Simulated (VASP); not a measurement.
Write the native input for VASP 6.6.1 that does the following.

```yaml
Task: single point
Functional: r2SCAN
Potentials_or_basis: VASP PAW PBE potentials, release 64 (Sn_d, O)
Cutoff: 660 eV
k_mesh: 8 × 8 × 8
Occupations: gaussian, width 0.01 eV
Spin: no spin polarisation
Dipole_correction: no
Further_INCAR_settings: ALGO = Normal; EDIFF = 1e-06; NBANDS = 20
```

SnO2:

```
Sn O
1.0
     1.61709    0.93363    4.80059
    -1.61709    0.93363    4.80059
     0.00000   -1.86726    4.80059
Sn O
1 2
Direct
  0.50000 0.50000 0.50000
  0.23717 0.23717 0.23717
  0.76283 0.76283 0.76283
```

These files were run (other wordings do the same):

POSCAR

```
SnO2
1.0
    1.6170930800      0.9336291200      4.8005925800
   -1.6170930800      0.9336291200      4.8005925800
    0.0000000000     -1.8672582400      4.8005925800
Sn O
1 2
Direct
    0.5000000007      0.5000000007      0.5000000007
    0.2371700002      0.2371700002      0.2371700002
    0.7628300005      0.7628300005      0.7628300005
```

INCAR.step1

```
SYSTEM = SnO2
PREC = Accurate ; ENCUT = 660
ISMEAR = 0 ; SIGMA = 0.01
LREAL = .FALSE. ; LASPH = .TRUE.
NELM = 120 ; NBANDS = 20
GGA = PE ; ALGO = Normal
EDIFF = 1E-5 ; LWAVE = .TRUE.
LCHARG = .FALSE. ; GGA_COMPAT = .FALSE.
```

INCAR.step2

```
SYSTEM = SnO2
PREC = Accurate ; ENCUT = 660
EDIFF = 1E-6 ; ISMEAR = 0
SIGMA = 0.01 ; LREAL = .FALSE.
LASPH = .TRUE. ; NELM = 120
ALGO = Normal ; ISIF = 2
LWAVE = .FALSE. ; LCHARG = .FALSE.
METAGGA = R2SCAN ; LMIXTAU = .TRUE.
NBANDS = 20 ; ISTART = 1
GGA_COMPAT = .FALSE.
```

KPOINTS

```
regular mesh
0
G
  8 8 8
  0 0 0
```

Potentials or basis: VASP PAW PBE potentials, release 64 (Sn_d, O).

Run with:

```sh
$ cat potpaw_PBE.64/Sn_d/POTCAR potpaw_PBE.64/O/POTCAR > POTCAR
$ cp INCAR.step1 INCAR
$ mpirun -np 1 vasp_std > vasp.out
$ cp INCAR.step2 INCAR
$ mpirun -np 1 vasp_std > vasp.out
```

Results of the run:

* Pressure: -6.4 GPa
* Largest force: 0.556 eV/Å
* Band gap on the k mesh: 2.43 eV, indirect (least direct gap 2.54 eV)

Caveat: the PAW data sets were made with another functional, which shifts forces and pressure a little; spin-orbit coupling is left out, which moves the levels of the heavy elements.

Wall time 8 min on 1 thread of Intel(R) Xeon(R) Platinum 8375C CPU @ 2.90GHz (Ice Lake), with other jobs on the host, peak memory 0.4 GiB.
